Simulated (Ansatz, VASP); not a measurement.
# InP in VASP and in Ansatz

Contents of INCAR:

```
SYSTEM = InP
ALGO = Normal ; EDIFF = 1E-6
ENCUT = 520 ; GGA = PE
ISIF = 2 ; ISMEAR = 0
LASPH = .True. ; LCHARG = .False.
LREAL = .False. ; LWAVE = .False.
NBANDS = 16 ; NELM = 60
PREC = Accurate ; SIGMA = 0.05
```

Contents of KPOINTS:

```
k-points
0
Gamma
  14 14 14
  0 0 0
```

Contents of POSCAR:

```
InP
1.0
    0.0000000000      2.8115365646      2.8115365646
    2.8115365646      0.0000000000      2.8115365646
    2.8115365646      2.8115365646      0.0000000000
In P
1 1
Direct
    0.0000000000      0.0000000000      0.0000000000
    0.2500000000      0.2500000000      0.2500000000
```

Input for Ansatz:

```yaml
crystal:
  lattice:
    - [0.0, 2.8115365646, 2.8115365646]
    - [2.8115365646, 0.0, 2.8115365646]
    - [2.8115365646, 2.8115365646, 0.0]
  atoms:
    - { symbol: In, position: [0.0, 0.0, 0.0] }
    - { symbol: P, position: [0.25, 0.25, 0.25] }
basis:
  ecutwfc: 420
  ecutrho_ratio: 4
kpoints:
  mp_grid: { grid: [14, 14, 14] }
hamiltonian:
  xc: pbe
scf:
  occupations: { method: gaussian, width: 0.05 }
output:
  forces: true
  stress: true
  eigenvalues: true
```

Alike in both runs: task single point; functional PBE; k mesh 14 × 14 × 14; occupations gaussian, width 0.05 eV; no spin polarisation.

|  | VASP | Ansatz |
| --- | --- | --- |
| version | VASP 6.6.1 | Ansatz 0.2.0 |
| potentials or method | VASP PAW PBE potentials, release 64 (In_d, P), cutoff 520 eV | scalar-relativistic, plane waves, PAW |
| valence electrons in the cell | 18 | 18 |

```tsv
	VASP	Ansatz	Ansatz less VASP
gap on the k mesh at the Fermi level (eV)	1.38	1.38	+0.002
least direct gap on the mesh (eV)	1.38	1.38	+0.002
pressure (GPa)	15.4	15.5	+0.13
```
